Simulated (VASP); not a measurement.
Input of a VASP 6.6.1 run:

Contents of INCAR:

```
PREC = Accurate
ENCUT = 520
EDIFF = 1E-6
ISMEAR = -1
SIGMA = 0.05
LREAL = F
LASPH = T
NELM = 60
ALGO = Normal
ISIF = 2
LWAVE = F
LCHARG = F
GGA = PS
IVDW = 12
NBANDS = 11
```

File KPOINTS:

```
Automatic mesh
0
Gamma
  13 13 13
```

POSCAR

```
C
1.0
    0.0000000000      1.7718962383      1.7718962383
    1.7718962383      0.0000000000      1.7718962383
    1.7718962383      1.7718962383      0.0000000000
C
2
Direct
    0.7500000000      0.7500000000      0.7500000000
    0.5000000000      0.5000000000      0.5000000000
```

Potentials or basis: VASP PAW PBE potentials, release 64 (C).

Command:

```console
$ cat potpaw_PBE.64/C/POTCAR > POTCAR
$ mpirun -np 1 vasp_std > vasp.out
```

Task: What does it give for the dispersion energy per atom?

Result: -0.132 eV.

Task: Estimate the pressure.

Result: 1.1 GPa.

Task: Estimate the band gap on the k mesh.

Result: 4.05 eV, indirect (least direct gap 5.59 eV).

Caveat: the PAW data sets were made with another functional, which shifts forces and pressure a little. PBEsol gaps usually lie below the measured ones, often by a third to a half.
